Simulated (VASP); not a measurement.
# Na (Fd-3m) in VASP: notebook, part 2 of 2

VASP 6.6.1. Earlier steps stand in the parts before.

## Step 3: Single point, PBEsol (volume scaled by 0.78)

INCAR

```
ALGO = Normal
EDIFF = 1E-7
ENCUT = 520
GGA = PS
ISIF = 2
ISMEAR = -1
LASPH = True
LCHARG = True
LELF = True
LREAL = False
LVHAR = True
LWAVE = False
NBANDS = 14
NELM = 60
PREC = Accurate
SIGMA = 0.08
```

KPOINTS

```
k-points
0
Gamma
  9 9 9
```

POSCAR

```
Na
1.0
    0.0000000000      3.4432780124      3.4432780124
    3.4432780124      0.0000000000      3.4432780124
    3.4432780124      3.4432780124      0.0000000000
Na
2
Direct
   -0.1250000000     -0.1250000000     -0.1250000000
    0.1250000000      0.1250000000      0.1250000000
```

Potentials or basis: VASP PAW PBE potentials, release 64 (Na_pv).

Command:

```
$ cat potpaw_PBE.64/Na_pv/POTCAR > POTCAR
$ mpirun -np 1 vasp_std > vasp.out
```

OUTCAR:

```text
EDIFF = 1E-7
   ENCUT = 520
   GGA = PS
   ISIF = 2
   ISMEAR = -1
   LASPH = True
   LREAL = False
   NELM = 60
   PREC = Accurate

 ion  position               nearest neighbor table
   1  0.875  0.875  0.875-
   2  0.125  0.125  0.125-

  LATTYP: Found a face centered cubic cell.
 ALAT       =     6.8865560248

  Lattice vectors:

 A1 = (   0.0000000000,   3.4432780124,   3.4432780124)
 A2 = (   3.4432780124,   0.0000000000,   3.4432780124)
 A3 = (   3.4432780124,   3.4432780124,   0.0000000000)

Analysis of symmetry for initial positions (statically):
=====================================================================
 Subroutine PRICEL returns:
 Original cell was already a primitive cell.

 Routine SETGRP: Setting up the symmetry group for a
 face centered cubic supercell.

 Subroutine GETGRP returns: Found 48 space group operations
 (whereof 12 operations were pure point group operations)
 out of a pool of 48 trial point group operations.

The static configuration has the point symmetry D_3d.
 The point group associated with its full space group is O_h .

Analysis of symmetry for dynamics (positions and initial velocities):
=====================================================================
 Subroutine PRICEL returns:
 Original cell was already a primitive cell.

 Routine SETGRP: Setting up the symmetry group for a
 face centered cubic supercell.

 Subroutine GETGRP returns: Found 48 space group operations
 (whereof 12 operations were pure point group operations)
 out of a pool of 48 trial point group operations.

The dynamic configuration has the point symmetry D_3d.
 The point group associated with its full space group is O_h .

 Subroutine INISYM returns: Found 48 space group operations
 (whereof 12 operations are pure point group operations),
 and found     1 'primitive' translations

----------------------------------------------------------------------------------------

                                     Primitive cell

  volume of cell :      81.6481

  direct lattice vectors                    reciprocal lattice vectors
     0.000000000  3.443278012  3.443278012    -0.145210465  0.145210465  0.145210465
     3.443278012  0.000000000  3.443278012     0.145210465 -0.145210465  0.145210465
     3.443278012  3.443278012  0.000000000     0.145210465  0.145210465 -0.145210465

  length of vectors
     4.869530464  4.869530464  4.869530464     0.251511903  0.251511903  0.251511903

  position of ions in fractional coordinates (direct lattice)
     0.875000000  0.875000000  0.875000000
     0.125000000  0.125000000  0.125000000

  ion indices of the primitive-cell ions
   primitive index   ion index
                 1           1
                 2           2

----------------------------------------------------------------------------------------

 KPOINTS: k-points

Automatic generation of k-mesh.
 Grid dimensions read from file:
 generate k-points for:    9    9    9

 Generating k-lattice:

  Cartesian coordinates                     Fractional coordinates (reciprocal lattice)
    -0.016134496  0.016134496  0.016134496     0.111111111  0.000000000  0.000000000
     0.016134496 -0.016134496  0.016134496     0.000000000  0.111111111  0.000000000
     0.016134496  0.016134496 -0.016134496     0.000000000  0.000000000  0.111111111

  Length of vectors
     0.027945767  0.027945767  0.027945767

  Shift w.r.t. Gamma in fractional coordinates (k-lattice)
     0.000000000  0.000000000  0.000000000

 Subroutine IBZKPT returns following result:
 ===========================================

 Found     35 irreducible k-points:

 Following reciprocal coordinates:
            Coordinates               Weight
  0.000000  0.000000  0.000000      1.000000
  0.111111  0.000000  0.000000      8.000000
  0.222222  0.000000  0.000000      8.000000
  0.333333  0.000000  0.000000      8.000000
  0.444444  0.000000  0.000000      8.000000
  0.111111  0.111111  0.000000      6.000000
[... 16 lines left out ...]
 -0.333333  0.333333  0.000000     12.000000
  0.444444  0.444444  0.000000      6.000000
 [... further k-points ...]
   k-points           NKPTS =     35   k-points in BZ     NKDIM =     35   number of bands    NBANDS=     14
   number of dos      NEDOS =    301   number of ions     NIONS =      2
   total plane-waves  NPLWV =  46656
   dimension x,y,z NGX =    36 NGY =   36 NGZ =   36
   dimension x,y,z NGXF=    72 NGYF=   72 NGZF=   72
   ions per type =               2
   NGX,Y,Z   is equivalent  to a cutoff of  12.29, 12.29, 12.29 a.u.
   NGXF,Y,Z  is equivalent  to a cutoff of  24.58, 24.58, 24.58 a.u.
 SYSTEM =  unknown system
   PREC   = accura    normal or accurate (medium, high low for compatibility)
   ISTART =      0    job   : 0-new  1-cont  2-samecut
   ICHARG =      2    charge: 1-file 2-atom 10-const
   ISPIN  =      1    spin polarized calculation?
   LNONCOLLINEAR =      F non collinear calculations
   LSORBIT =      F    spin-orbit coupling
   LASPH  =      T    aspherical Exc in radial PAW
   ENCUT  =  520.0 eV  38.22 Ry    6.18 a.u.   9.05  9.05  9.05*2*pi/ulx,y,z
   NELM   =     60;   NELMIN=  2; NELMDL= -5     # of ELM steps
   EDIFF  = 0.1E-06   stopping-criterion for ELM
   LREAL  =      F    real-space projection
   EDIFFG = 0.1E-05   stopping-criterion for IOM
   NSW    =      0    number of steps for IOM
   IBRION =     -1    ionic relax: 0-MD 1-quasi-New 2-CG
   NFREE  =      0    steps in history (QN), initial steepest desc. (CG)
   ISIF   =      2    stress and relaxation
   ISYM   =      2    0-nonsym 1-usesym 2-fastsym
   POTIM  = 0.5000    time-step for ionic-motion
   TEBEG  =    0.0;   TEEND  =   0.0 temperature during run
   PSTRESS=    0.0 pullay stress
   NELECT =      14.0000    total number of electrons
   NUPDOWN=      -1.0000    fix difference up-down
   EMIN   =  10.00;   EMAX   =-10.00  energy-range for DOS
   EFERMI =   0.00;   METHOD = LEGACY
   ISMEAR =    -1;   SIGMA  =   0.08  broadening in eV -4-tet -1-fermi 0-gaus
   EFERMI_NEDOS =   21; number of points for ismear=-14 and -15
   IALGO  =     38    algorithm
   IMIX   =      4    mixing-type and parameters
     AMIX     =   0.40;   BMIX     =  1.00
     AMIX_MAG =   1.60;   BMIX_MAG =  1.00
  volume/ion in A,a.u.               =      40.82       275.49
  Fermi-wavevector in a.u.,A,eV,Ry     =   0.909499  1.718703 11.254575  0.827188
  Thomas-Fermi vector in A             =   2.033550
   LORBIT       =      0    0 simple, 1 ext, 2 COOP (PROOUT), +10 PAW based schemes
   GGA     = PS    functional components
   LHFCALC =     F    Hartree Fock is set to
   AEXX    =    0.0000 exact exchange contribution
   IVDW    =     0    specifies the selected vdW correction
   LEPSILON=     F    determine dielectric tensor
   LRPA    =     F    only Hartree local field effects (RPA)
 non-spin polarized calculation
  energy-cutoff  :      520.00
  volume of cell :       81.65
 maximum number of plane-waves:      2218
   NGX = 19   NGY = 19   NGZ = 19

 number of electron      13.9999991 magnetization

 Free energy of the ion-electron system (eV)
  ---------------------------------------------------
  ext. energy  EPLUGINS =         0.00000000
  ---------------------------------------------------
  free energy    TOTEN  =        -2.02683196 eV

  energy without entropy =       -2.00633788  energy(sigma->0) =       -2.01658492

 E-fermi :   0.0645     XC(G=0):  -6.2136

 val. band max:        0.0046516998   @ k =  -0.4444   0.2222   0.0000
 cond. band min:       0.0986651074   @ k =  -0.3333   0.4444   0.2222
 fundamental gap:      0.0940134076
 Fermi energy:         0.0644977697

 k-point     1 :       0.0000    0.0000    0.0000
  band No.  band energies     occupation
      1     -25.3054      2.00000
      2     -25.3054      2.00000
      3     -25.3054      2.00000
      4     -25.2270      2.00000
      5     -25.2270      2.00000
      6     -25.2270      2.00000
      7      -3.0312      2.00000
      8       5.5820      0.00000
      9       5.5821      0.00000
     10       5.5821      0.00000
     11       5.8252      0.00000
     12       5.8252      0.00000
     13       5.8252      0.00000
     14       8.0622      0.00000
[... 375 lines left out ...]
 k-point    24 :       0.4444    0.4444    0.0000
  band No.  band energies     occupation
      1     -25.3235      2.00000
      2     -25.3235      2.00000
      3     -25.2746      2.00000
      4     -25.2611      2.00000
      5     -25.2100      2.00000
      6     -25.2100      2.00000
      7      -0.5038      1.99836
      8       0.8727      0.00008
      9       2.9394      0.00000
     10       2.9394      0.00000
     11       3.6060      0.00000
     12       3.6125      0.00000
     13      10.6053      0.00000
     14      10.9833      0.00000

 [... further k-points ...]
[... 5 lines left out ...]
  --------------------------------------------------------------------------------------
  -------------------------------------------------------------------------------------
  Total        0.6283262      0.6283262      0.6283262     -0.0000000      0.0000000      0.0000000
  in kB       12.3296152     12.3296152     12.3296152     -0.0000000      0.0000000      0.0000000
  external PRESSURE =      12.3296152 kB  Pullay stress =       0.0000000 kB

 VOLUME and BASIS-vectors are now :
 -----------------------------------------------------------------------------
  energy-cutoff  :      520.00
  volume of cell :       81.65
      direct lattice vectors                 reciprocal lattice vectors
     0.000000000  3.443278012  3.443278012    -0.145210465  0.145210465  0.145210465
     3.443278012  0.000000000  3.443278012     0.145210465 -0.145210465  0.145210465
     3.443278012  3.443278012  0.000000000     0.145210465  0.145210465 -0.145210465

 POSITION                                       TOTAL-FORCE (eV/Angst)
 -----------------------------------------------------------------------------------
      6.02574      6.02574      6.02574        -0.000000     -0.000000     -0.000000
      0.86082      0.86082      0.86082         0.000000      0.000000      0.000000
 -----------------------------------------------------------------------------------
    total drift:                                0.000000      0.000000      0.000000

  FREE ENERGIE OF THE ION-ELECTRON SYSTEM (eV)
  ---------------------------------------------------
  free  energy   TOTEN  =        -2.0268319586 eV

  energy  without entropy=       -2.0063378838  energy(sigma->0) =       -2.01658492
```

OSZICAR:

```text
N       E                     dE             d eps       ncg     rms          rms(c)
DAV:   1     0.948662583689E+02    0.94866E+02   -0.75126E+03   988   0.927E+02
DAV:   2     0.182892335627E+01   -0.93037E+02   -0.92167E+02  1010   0.263E+02
DAV:   3    -0.198312453868E+01   -0.38120E+01   -0.38088E+01  1244   0.622E+01
DAV:   4    -0.203811009735E+01   -0.54986E-01   -0.54983E-01  1076   0.811E+00
DAV:   5    -0.203935049225E+01   -0.12404E-02   -0.12404E-02  1316   0.123E+00    0.353E-01
DAV:   6    -0.203123073148E+01    0.81198E-02   -0.60520E-03  1348   0.117E+00    0.196E-01
DAV:   7    -0.202705513696E+01    0.41756E-02   -0.63887E-03  1570   0.966E-01    0.590E-02
DAV:   8    -0.202683046111E+01    0.22468E-03   -0.70341E-04  1286   0.426E-01    0.422E-03
DAV:   9    -0.202683166507E+01   -0.12040E-05   -0.81617E-06  1210   0.286E-02    0.219E-03
DAV:  10    -0.202683197488E+01   -0.30982E-06   -0.36530E-07  1220   0.642E-03    0.365E-04
DAV:  11    -0.202683195857E+01    0.16315E-07   -0.74789E-09   646   0.111E-03
   1 F= -.20268320E+01 E0= -.20165849E+01  d E =-.204941E-01
```

stdout:

```text
POSCAR found type information on POSCAR Na
 POSCAR found :  1 types and       2 ions
 scaLAPACK will be used
 -----------------------------------------------------------------------------
|                                                                             |
|                                                                             |
|     You enforced a specific xc type in the INCAR file but a different       |
|     I HOPE YOU KNOW WHAT YOU ARE DOING!                                     |
|                                                                             |
 -----------------------------------------------------------------------------

 LDA part: xc-table for (Slater+PW92), standard interpolation
 POSCAR, INCAR and KPOINTS ok, starting setup
 FFT: planning ... GRIDC
 FFT: planning ... GRID_SOFT
 FFT: planning ... GRID
 WAVECAR not read
 entering main loop
```

Run time: 20 s. Hardware: 1 thread of Intel Xeon Platinum 8375C at 2.90GHz (Ice Lake), shared host; peak memory 0.2 GiB.

What came out:

```
Free energy            : -2.0268 eV
Pressure               : 1.2 GPa
Band gap on the k mesh : zero (band 7 reaches 0.49 eV, above the bottom of band 8 at -0.30 eV)
```

Caveat: the PAW data sets were made with another functional, which shifts forces and pressure a little.
